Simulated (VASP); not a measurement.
# Cu12Cl in VASP: single point with PBE

Aim: the single point of Cu12Cl with PBE.

Program: VASP 6.6.1. These are calculated values, not measurements. Logs are shortened: lines on timing, memory, paths and dates and some standing lists are left out, and cuts for length are marked.

### Step 1. The cell of the first run

The cell holds a slab with vacuum, 13 atoms: a = 5.132 Å, b = 5.132 Å, c = 19.028 Å, α = 90.00°, β = 90.00°, γ = 90.00°.

### Step 2. Single point, PBE

INCAR

```
PREC     = Accurate       # precision mode
ENCUT    = 520            # plane-wave cutoff, eV
EDIFF    = 1E-6           # SCF threshold, eV
ISMEAR   = 0              # smearing method
SIGMA    = 0.1            # smearing width, eV
LREAL    = F              # projectors in reciprocal space
LASPH    = T              # aspherical terms in the spheres
NELM     = 100            # most SCF steps
ALGO     = Normal         # electronic algorithm
ISIF     = 2              # what is computed and relaxed
LWAVE    = F              # write WAVECAR
LCHARG   = F              # write CHGCAR
LDIPOL   = T            
IDIPOL   = 3            
DIPOL    = 0.5 0.5 0.318
GGA      = PE             # functional
NBANDS   = 82             # bands
```

KPOINTS

```
Automatic mesh
0
Gamma
  5 5 1
```

POSCAR

```
Cu12Cl
1.0
    5.1319544654      0.0000000000      0.0000000000
    0.0000000000      5.1319544654      0.0000000000
    0.0000000000      0.0000000000     19.0279314150
Cu Cl
12 1
Direct
    0.2500000000      0.2500000000      0.2102172807
    0.2500000000      0.7500000000      0.2102172807
    0.7500000000      0.2500000000      0.2102172807
    0.7500000000      0.7500000000      0.2102172807
    0.0000000000      0.0000000000      0.3029241254
    0.0000000000      0.5000000000      0.3029241254
    0.5000000000      0.0000000000      0.3029241254
    0.5000000000      0.5000000000      0.3029241254
    0.2500000000      0.2500000000      0.3956253179
    0.2500000000      0.7500000000      0.3956253179
    0.7500000000      0.2500000000      0.3956253179
    0.7500000000      0.7500000000      0.3956253179
    0.3333333333      0.4166666667      0.4993928016
```

Potentials or basis: VASP PAW PBE potentials, release 64 (Cu, Cl).

Launch:

```sh
$ cat potpaw_PBE.64/Cu/POTCAR potpaw_PBE.64/Cl/POTCAR > POTCAR
$ mpirun -np 1 vasp_std > vasp.out
```

OUTCAR:

```text
PREC = Accurate
   ENCUT = 520
   EDIFF = 1E-6
   ISMEAR = 0
   LREAL = F
   LASPH = T
   NELM = 100
   ISIF = 2
   GGA = PE

 ion  position               nearest neighbor table
   1  0.250  0.250  0.210-   5 2.53   6 2.53   7 2.53   8 2.53   2 2.57   3 2.57   2 2.57   3 2.57

   2  0.250  0.750  0.210-   5 2.53   6 2.53   7 2.53   8 2.53   1 2.57   4 2.57   1 2.57   4 2.57

   3  0.750  0.250  0.210-   5 2.53   6 2.53   7 2.53   8 2.53   1 2.57   4 2.57   4 2.57   1 2.57
[... 4 lines left out ...]
                             6 2.57   7 2.57   6 2.57   7 2.57
   6  0.000  0.500  0.303-   9 2.53  10 2.53  11 2.53  12 2.53   1 2.53   2 2.53   3 2.53   4 2.53
                             5 2.57   8 2.57   5 2.57   8 2.57
   7  0.500  0.000  0.303-   9 2.53  10 2.53  11 2.53  12 2.53   1 2.53   2 2.53   3 2.53   4 2.53
                             5 2.57   8 2.57   8 2.57   5 2.57
   8  0.500  0.500  0.303-   9 2.53  10 2.53  11 2.53  12 2.53   1 2.53   2 2.53   3 2.53   4 2.53
                             6 2.57   7 2.57   7 2.57   6 2.57
   9  0.250  0.250  0.396-  13 2.19   6 2.53   7 2.53   8 2.53   5 2.53  11 2.57  10 2.57  10 2.57
                            11 2.57
  10  0.250  0.750  0.396-   5 2.53   6 2.53   7 2.53   8 2.53   9 2.57  12 2.57   9 2.57  12 2.57
                            13 2.65
  11  0.750  0.250  0.396-   5 2.53   6 2.53   7 2.53   8 2.53   9 2.57  12 2.57  12 2.57   9 2.57

  12  0.750  0.750  0.396-   5 2.53   6 2.53   7 2.53   8 2.53  10 2.57  11 2.57  11 2.57  10 2.57

  13  0.333  0.417  0.499-   9 2.19  10 2.65

  LATTYP: Found a simple tetragonal cell.
 ALAT       =     5.1319544654
 C/A-ratio  =     3.7077358233

  Lattice vectors:

 A1 = (   5.1319544654,   0.0000000000,   0.0000000000)
 A2 = (   0.0000000000,   5.1319544654,   0.0000000000)
 A3 = (   0.0000000000,   0.0000000000,  19.0279314150)

Analysis of symmetry for initial positions (statically):
=====================================================================
 Subroutine PRICEL returns:
 Original cell was already a primitive cell.

 Routine SETGRP: Setting up the symmetry group for a
 simple tetragonal supercell.

 Subroutine GETGRP returns: Found  1 space group operations
 (whereof  1 operations were pure point group operations)
 out of a pool of 16 trial point group operations.

The static configuration has the point symmetry C_1 .

Analysis of symmetry for dynamics (positions and initial velocities):
=====================================================================
 Subroutine PRICEL returns:
 Original cell was already a primitive cell.

 Routine SETGRP: Setting up the symmetry group for a
 simple tetragonal supercell.

 Subroutine GETGRP returns: Found  1 space group operations
 (whereof  1 operations were pure point group operations)
 out of a pool of 16 trial point group operations.

The dynamic configuration has the point symmetry C_1 .

 Subroutine INISYM returns: Found  1 space group operations
 (whereof  1 operations are pure point group operations),
 and found     1 'primitive' translations

----------------------------------------------------------------------------------------

                                     Primitive cell

  volume of cell :     501.1378

  direct lattice vectors                    reciprocal lattice vectors
     5.131954465  0.000000000  0.000000000     0.194857536  0.000000000  0.000000000
     0.000000000  5.131954465  0.000000000     0.000000000  0.194857536  0.000000000
     0.000000000  0.000000000 19.027931415     0.000000000  0.000000000  0.052554320

  length of vectors
     5.131954465  5.131954465 19.027931415     0.194857536  0.194857536  0.052554320

  position of ions in fractional coordinates (direct lattice)
     0.250000000  0.250000000  0.210217281
     0.250000000  0.750000000  0.210217281
     0.750000000  0.250000000  0.210217281
     0.750000000  0.750000000  0.210217281
     0.000000000  0.000000000  0.302924125
     0.000000000  0.500000000  0.302924125
     0.500000000  0.000000000  0.302924125
     0.500000000  0.500000000  0.302924125
     0.250000000  0.250000000  0.395625318
[... 41 lines left out ...]

 Subroutine IBZKPT returns following result:
 ===========================================

 Found     13 irreducible k-points:

 Following reciprocal coordinates:
            Coordinates               Weight
  0.000000  0.000000  0.000000      1.000000
  0.200000  0.000000  0.000000      2.000000
  0.000000  0.200000  0.000000      2.000000
  0.400000  0.000000  0.000000      2.000000
  0.000000  0.400000  0.000000      2.000000
  0.200000  0.200000  0.000000      2.000000
 -0.200000  0.200000  0.000000      2.000000
  0.400000  0.200000  0.000000      2.000000
 -0.200000  0.400000  0.000000      2.000000
 -0.400000  0.200000  0.000000      2.000000
  0.200000  0.400000  0.000000      2.000000
  0.400000  0.400000  0.000000      2.000000
 -0.400000  0.400000  0.000000      2.000000
   k-points           NKPTS =     13   k-points in BZ     NKDIM =     13   number of bands    NBANDS=     82
   number of dos      NEDOS =    301   number of ions     NIONS =     13
   total plane-waves  NPLWV = 230400
   dimension x,y,z NGX =    40 NGY =   40 NGZ =  144
   dimension x,y,z NGXF=    80 NGYF=   80 NGZF=  288
   ions per type =              12   1
   NGX,Y,Z   is equivalent  to a cutoff of  12.96, 12.96, 12.58 a.u.
   NGXF,Y,Z  is equivalent  to a cutoff of  25.92, 25.92, 25.16 a.u.
 SYSTEM =  unknown system
   PREC   = accura    normal or accurate (medium, high low for compatibility)
   ISTART =      0    job   : 0-new  1-cont  2-samecut
   ICHARG =      2    charge: 1-file 2-atom 10-const
   ISPIN  =      1    spin polarized calculation?
   LNONCOLLINEAR =      F non collinear calculations
   LSORBIT =      F    spin-orbit coupling
   LASPH  =      T    aspherical Exc in radial PAW
   ENCUT  =  520.0 eV  38.22 Ry    6.18 a.u.   9.54  9.54 35.38*2*pi/ulx,y,z
   NELM   =    100;   NELMIN=  2; NELMDL= -5     # of ELM steps
   EDIFF  = 0.1E-05   stopping-criterion for ELM
   LREAL  =      F    real-space projection
   EDIFFG = 0.1E-04   stopping-criterion for IOM
   NSW    =      0    number of steps for IOM
   IBRION =     -1    ionic relax: 0-MD 1-quasi-New 2-CG
   NFREE  =      0    steps in history (QN), initial steepest desc. (CG)
   ISIF   =      2    stress and relaxation
   ISYM   =      2    0-nonsym 1-usesym 2-fastsym
   POTIM  = 0.5000    time-step for ionic-motion
   TEBEG  =    0.0;   TEEND  =   0.0 temperature during run
   PSTRESS=    0.0 pullay stress
   NELECT =     139.0000    total number of electrons
   NUPDOWN=      -1.0000    fix difference up-down
   EMIN   =  10.00;   EMAX   =-10.00  energy-range for DOS
   EFERMI =   0.00;   METHOD = LEGACY
   ISMEAR =     0;   SIGMA  =   0.10  broadening in eV -4-tet -1-fermi 0-gaus
   EFERMI_NEDOS =   21; number of points for ismear=-14 and -15
   IALGO  =     38    algorithm
   IMIX   =      4    mixing-type and parameters
     AMIX     =   0.40;   BMIX     =  1.00
     AMIX_MAG =   1.60;   BMIX_MAG =  1.00
  volume/ion in A,a.u.               =      38.55       260.14
  Fermi-wavevector in a.u.,A,eV,Ry     =   1.067646  2.017559 15.508852  1.139868
  Thomas-Fermi vector in A             =   2.203269
   LORBIT       =      0    0 simple, 1 ext, 2 COOP (PROOUT), +10 PAW based schemes
   GGA     = PE    functional components
   LHFCALC =     F    Hartree Fock is set to
   AEXX    =    0.0000 exact exchange contribution
   IVDW    =     0    specifies the selected vdW correction
   LEPSILON=     F    determine dielectric tensor
   LRPA    =     F    only Hartree local field effects (RPA)
 non-spin polarized calculation
 Gauss-broadening in eV      SIGMA  =   0.10
  energy-cutoff  :      520.00
  volume of cell :      501.14
 maximum number of plane-waves:     13595
 NGX is ok and might be reduce to    40
   NGX = 19   NGY = 19   NGZ = 71

 dipolmoment           0.000000      0.000000     -0.000015 electrons x Angstroem

 number of electron     138.9999785 magnetization

 dipolmoment           0.000000      0.000000      0.171200 electrons x Angstroem

 Free energy of the ion-electron system (eV)
  ---------------------------------------------------
  ext. energy  EPLUGINS =         0.00000000
  ---------------------------------------------------
  free energy    TOTEN  =       -43.44181515 eV

  energy without entropy =      -43.41467230  energy(sigma->0) =      -43.42824372

 E-fermi :  -1.1388     XC(G=0):  -4.9655

 val. band max:       -1.2098428735   @ k =  -0.4000   0.4000   0.0000
 cond. band min:      -1.1335172371   @ k =   0.2000   0.0000   0.0000
 fundamental gap:      0.0763256364
 Fermi energy:        -1.1387866967

 k-point     1 :       0.0000    0.0000    0.0000
  band No.  band energies     occupation
      1     -16.0928      2.00000
      2      -9.4414      2.00000
      3      -6.9831      2.00000
      4      -5.9381      2.00000
      5      -5.9218      2.00000
      6      -5.8231      2.00000
[... 1081 lines left out ...]
     80       4.7573      0.00000
     81       4.7747      0.00000
 [bands above 81 left out]

------------------------ aborting loop because EDIFF is reached ----------------------------------------

 vacuum level on the upper side and lower side of the slab       (xc-potential included)         0.422        -0.691

  FORCE on cell =-STRESS in cart. coord.  units (eV):
  Direction    XX          YY          ZZ          XY          YZ          ZX
  --------------------------------------------------------------------------------------
  -------------------------------------------------------------------------------------
  Total       -3.4700034     -3.2065644      1.3384198      0.1798397      0.7858004      0.2456823
  in kB      -11.0938762    -10.2516409      4.2790344      0.5749619      2.5122662      0.7854659
  external PRESSURE =      -5.6888276 kB  Pullay stress =       0.0000000 kB

 VOLUME and BASIS-vectors are now :
 -----------------------------------------------------------------------------
  energy-cutoff  :      520.00
  volume of cell :      501.14
      direct lattice vectors                 reciprocal lattice vectors
     5.131954465  0.000000000  0.000000000     0.194857536  0.000000000  0.000000000
     0.000000000  5.131954465  0.000000000     0.000000000  0.194857536  0.000000000
     0.000000000  0.000000000 19.027931415     0.000000000  0.000000000  0.052554320

 POSITION                                       TOTAL-FORCE (eV/Angst)
 -----------------------------------------------------------------------------------
      1.28299      1.28299      4.00000         0.020835      0.038609     -0.050160
      1.28299      3.84897      4.00000         0.016215     -0.038424     -0.067243
      3.84897      1.28299      4.00000        -0.021319      0.024589     -0.075855
      3.84897      3.84897      4.00000        -0.016339     -0.024571     -0.093018
      0.00000      0.00000      5.76402         0.126056      0.041648      0.121635
      0.00000      2.56598      5.76402        -0.072861     -0.033109     -0.110202
      2.56598      0.00000      5.76402        -0.109724     -0.022309     -0.022242
      2.56598      2.56598      5.76402         0.069262      0.020829     -0.204008
      1.28299      1.28299      7.52793        -0.160817     -0.354081      0.089696
      1.28299      3.84897      7.52793         0.003353     -0.086205      0.418619
      3.84897      1.28299      7.52793        -0.029984     -0.084221      0.073921
      3.84897      3.84897      7.52793         0.040218      0.112575     -0.110722
      1.71065      2.13831      9.50241         0.135106      0.404669      0.029580
 -----------------------------------------------------------------------------------
    total drift:                                0.000101     -0.000125     -0.000252

  FREE ENERGIE OF THE ION-ELECTRON SYSTEM (eV)
  ---------------------------------------------------
  free  energy   TOTEN  =       -43.4418151528 eV

  energy  without entropy=      -43.4146722969  energy(sigma->0) =      -43.42824372

 vacuum level on the upper side and lower side of the slab         4.478         3.331
```

Wall time 32 min (1 thread of Intel Xeon Platinum 8259CL at 2.50GHz (Skylake/Cascade Lake), shared host); peak memory 0.72 GiB.

What came out:

```yaml
Free_energy: -43.4418 eV
Largest_force: 0.428 eV/Å
Band_gap_on_the_k_mesh: zero (an odd number of electrons rules out a gap without spin polarisation)
```

Forces on the atoms (eV/Å):
```
Cu   0.021  0.039 -0.050
Cu   0.016 -0.038 -0.067
Cu  -0.021  0.025 -0.076
Cu  -0.016 -0.025 -0.093
Cu   0.126  0.042  0.122
Cu  -0.073 -0.033 -0.110
Cu  -0.110 -0.022 -0.022
Cu   0.069  0.021 -0.204
Cu  -0.161 -0.354  0.090
Cu   0.003 -0.086  0.419
Cu  -0.030 -0.084  0.074
Cu   0.040  0.113 -0.111
Cl   0.135  0.405  0.030
```

Levels at points of the mesh, in eV from the Fermi level:
| k point | band 67 | band 68 | band 69 | band 70 | band 71 | band 72 | band 73 | band 74 |
| --- | --- | --- | --- | --- | --- | --- | --- | --- |
| (0.00, 0.00, 0.00) | -0.36 | -0.12 | -0.11 | 0.02 | 0.02 | 0.25 | 0.66 | 1.95 |

The gap in the log of VASP goes by the Fermi energy; the results here count the filled bands.